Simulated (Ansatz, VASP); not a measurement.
## Two plane-wave programs on PtSe2

```
Pt Se
1.0
     3.72400    0.00000    0.00000
    -1.86200    3.22508    0.00000
     0.00000    0.00000    5.06200
Pt Se
1 2
Direct
  0.00000 0.00000 0.00000
  0.34690 0.69380 0.25000
  0.68023 0.36046 0.75000
```

Change from the starting cell: all Se atoms moved +0.087 Å, as atom 2 along Cartesian [0 1 0].

Alike in both runs: task single point; functional PBE; k mesh 12 × 12 × 10; occupations gaussian, width 0.15 eV; no spin polarisation.

|  | VASP | Ansatz |
| --- | --- | --- |
| version | VASP 6.6.1 | Ansatz 0.2.0 |
| potentials or method | VASP PAW PBE potentials, release 64 (Pt, Se), cutoff 520 eV | scalar-relativistic, plane waves, PAW |
| valence electrons in the cell | 22 | 50 |

VASP gave:

- gap on the k mesh at the Fermi level (eV): none
- pressure (GPa): 7.8
- traceless stress, the component that is largest in VASP (GPa): -1.39
- rms of the force components (eV/Å): 0.660

Task: Which values does Ansatz return?

Result: gap on the k mesh at the Fermi level (eV): none; pressure (GPa): 7.8; traceless stress, the component that is largest in VASP (GPa): -1.38; rms of the force components (eV/Å): 0.656.

Atom by atom the forces differ by 0.004 eV/Å (rms over components). A gap of «none» marks a metal or a gap that the smearing closes. VASP's potentials hold 22 valence electrons a cell and Ansatz's 50, so a difference there can come from the potentials and not from the codes.

Spin-orbit coupling is off throughout.
